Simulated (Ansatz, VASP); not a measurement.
**Zr2F in VASP and in Ansatz**

```
Zr F
1.0
     1.44237    0.83275    5.58463
    -1.44237    0.83275    5.58463
     0.00000   -1.66550    5.58463
Zr F
2 1
Cartesian
  0.0000 0.0000 12.5386
  0.0000 0.0000 9.7994
  0.0000 0.0000 0.0000
```

Alike in both runs: task single point; functional PBE; k mesh 6 × 6 × 6; occupations gaussian, width 0.1 eV; no spin polarisation.

```csv
,VASP,Ansatz
version,VASP 6.6.1,Ansatz 0.2.0
potentials or method,"VASP PAW PBE potentials, release 64 (Zr_sv, F), cutoff 520 eV","scalar-relativistic, plane waves, PAW"
valence electrons in the cell,31,31
```

```tsv
	VASP	Ansatz	Ansatz less VASP
gap on the k mesh at the Fermi level (eV)	none	none	-
rms of the force components (eV/Å)	2.995	2.962	-0.0330
```

Atom by atom the forces differ by 0.033 eV/Å (rms over components). A gap of «none» marks a metal or a gap that the smearing closes. With one functional, cell and mesh, what is left measures potentials, basis and numerics.

The k mesh is coarse, so the values compare programs but aren't converged.
